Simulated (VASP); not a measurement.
Here is a VASP 6.6.1 calculation.

File POSCAR:

```
LiF
1.0
   -0.0624081669      2.1446105480      2.1446105480
    2.1446105480     -0.0624081669      2.1446105480
    2.0822023810      2.0822023810      0.0000000000
Li F
1 1
Direct
   -0.0056022510     -0.0056022510      0.0056022510
    0.2556022510      0.2556022510      0.2443977490
```

The input INCAR.step1:

```
PREC = Accurate
ENCUT = 520
ISMEAR = 0
SIGMA = 0.01
LREAL = False
LASPH = True
NELM = 60
NBANDS = 12
GGA = PE
ALGO = Normal
EDIFF = 1E-4
LWAVE = True
LCHARG = False
```

File INCAR.step2:

```
PREC = Accurate
ENCUT = 520
EDIFF = 1E-7
ISMEAR = 0
SIGMA = 0.01
LREAL = False
LASPH = True
NELM = 60
ALGO = Normal
ISIF = 2
LWAVE = False
LCHARG = True
METAGGA = R2SCAN
LMIXTAU = True
LELF = True
LVHAR = True
NBANDS = 12
ISTART = 1
```

The input KPOINTS:

```
regular mesh
0
Gamma
  10 10 10
```

Potentials or basis: VASP PAW PBE potentials, release 64 (Li_sv, F).

The run is started by

```bash
$ cat potpaw_PBE.64/Li_sv/POTCAR potpaw_PBE.64/F/POTCAR > POTCAR
$ cp INCAR.step1 INCAR
$ mpirun -np 1 vasp_std > vasp.out
$ cp INCAR.step2 INCAR
$ mpirun -np 1 vasp_std > vasp.out
```

**Question.** What does it give for the largest force?

**Answer.** 0.023 eV/Å.

**Question.** Estimate the band gap on the k mesh.

**Answer.** 8.63 eV.

Forces on the atoms (eV/Å):
```
Li   0.000  0.000 -0.023
F    0.000  0.000  0.023
```

Caveat: the cell differs from its parent crystal (shear xy strain -5.8%); the PAW data sets were made with another functional, which shifts forces and pressure a little. A k mesh can miss the band edges.
